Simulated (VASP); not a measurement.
Crystal: LiCl.

```xyz
4
Lattice="3.9254 0.0000 0.0000 -1.9627 3.3995 0.0000 0.0000 0.0000 6.2894" Properties=species:S:1:pos:R:3 pbc="T T T"
Li    1.9627    1.1332    5.5208
Li    0.0000    2.2663    2.3761
Cl    1.9627    1.1332    3.1272
Cl    0.0000    2.2663    6.2719
```

| Property | Result |
| --- | --- |
| Program | VASP 6.6.1 |
| Task | relaxation of cell and atoms |
| Functional | PBE |
| Dispersion | D3(BJ) |
| Potentials or basis | VASP PAW PBE potentials, release 64 (Li_sv, Cl) |
| Cutoff | 600 eV |
| k mesh | 9 × 9 × 4 |
| Occupations | gaussian, width 0.02 eV |
| Spin | no spin polarisation |

At the start: pressure -1.6 GPa; volume 20.98 Å³/atom.

Question: How do energy, volume and symmetry change on relaxing?

Answer: Over 4 steps the energy falls by 7.0 meV/atom and the volume is 19.65 Å³/atom (-6.3 %); space group P6_3mc (No. 186, to 0.1 Å) before and after.

The path:
```
step  energy change (eV)  largest force (eV/Å)  pressure (GPa)  volume (Å³)
   1              0.0000                0.0003           -1.60        83.93
   2             -0.0199                0.0011           -0.91        81.40
   3             -0.0280                0.0020           -0.07        78.83
   4             -0.0281                0.0021            0.00        78.61
```

Final structure:
```cif
data_structure
_symmetry_space_group_name_H-M 'P 1'
_symmetry_Int_Tables_number 1
_cell_length_a 3.8406
_cell_length_b 3.8406
_cell_length_c 6.1540
_cell_angle_alpha 90.000
_cell_angle_beta 90.000
_cell_angle_gamma 120.000
_cell_volume 78.61
loop_
_atom_site_label
_atom_site_type_symbol
_atom_site_fract_x
_atom_site_fract_y
_atom_site_fract_z
_atom_site_occupancy
Li1 Li 0.66667 0.33333 0.87779 1
Li2 Li 0.33333 0.66667 0.37779 1
Cl1 Cl 0.66667 0.33333 0.49721 1
Cl2 Cl 0.33333 0.66667 0.99721 1
```

Caveat: the cutoff is under 1.25 times the usual one of these potentials, so pressure, stress and relaxed cells hold a basis-set (Pulay) error.
